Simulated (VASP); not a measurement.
The system is P.

```
P
1.0
    -3.46863    0.00000    0.00000
     0.00000   -4.24788    0.00000
     1.73432    0.00000    5.22670
P
4
Direct
  0.11000 0.94000 0.22000
  0.61000 0.56000 0.22000
  0.89000 0.06000 0.78000
  0.39000 0.44000 0.78000
```

- Program: VASP 6.6.1
- Task: relaxation of cell and atoms
- Functional: revPBE
- Potentials or basis: VASP PAW PBE potentials, release 64 (P)
- Cutoff: 600 eV
- k mesh: 6 × 4 × 6
- Occupations: fermi-dirac, width 0.1 eV
- Spin: no spin polarisation

At the start: pressure -5.9 GPa; volume 19.25 Å³/atom.

Problem. How do energy, volume and symmetry change on relaxing?

Solution. Over 45 steps the energy falls by 135.6 meV/atom and the volume is 27.83 Å³/atom (+44.6 %); space group Cmce (No. 64, to 0.1 Å) before and after.

The path:
```csv
step,energy change (eV),largest force (eV/Å),pressure (GPa),volume (Å³)
1,0.0000,1.4794,-5.93,77.01
3,-0.2569,0.3154,1.68,71.71
5,-0.2923,0.2242,1.35,73.17
7,-0.3634,0.3313,0.01,78.87
9,-0.4179,0.7336,-0.70,88.29
11,-0.4594,0.3008,-0.35,86.21
13,-0.4798,0.1947,0.27,88.67
15,-0.4886,0.1414,0.33,89.37
17,-0.4924,0.0701,-0.17,90.44
19,-0.4993,0.0624,0.33,91.01
21,-0.5001,0.1493,0.66,91.34
23,-0.5043,0.1164,0.63,91.94
25,-0.5140,0.0379,0.57,94.62
27,-0.5176,0.1012,0.24,96.57
29,-0.5233,0.1096,-0.19,99.41
31,-0.5265,0.0552,0.07,101.46
33,-0.5347,0.1807,0.62,106.04
35,-0.5414,0.0526,0.01,111.07
37,-0.5419,0.0112,-0.03,111.24
39,-0.5420,0.0159,0.03,111.20
41,-0.5421,0.0201,0.02,111.24
43,-0.5423,0.0210,-0.03,111.38
45,-0.5425,0.0100,0.03,111.34
```

Final structure:
```
CELL_PARAMETERS angstrom
-3.31815 0.00000 0.00000
0.00000 -4.70128 0.00000
1.65908 0.00000 7.13720
ATOMIC_POSITIONS crystal
P 0.07335 0.90849 0.14670
P 0.57335 0.59151 0.14670
P 0.92665 0.09151 0.85330
P 0.42665 0.40849 0.85330
```

Caveat: the volume moved by over 15 % at a fixed basis, so the end points are rough; the PAW data sets were made with another functional, which shifts forces and pressure a little; this functional lacks dispersion, which binds layers or chains, so the pressure and a relaxed spacing across them are unreliable.
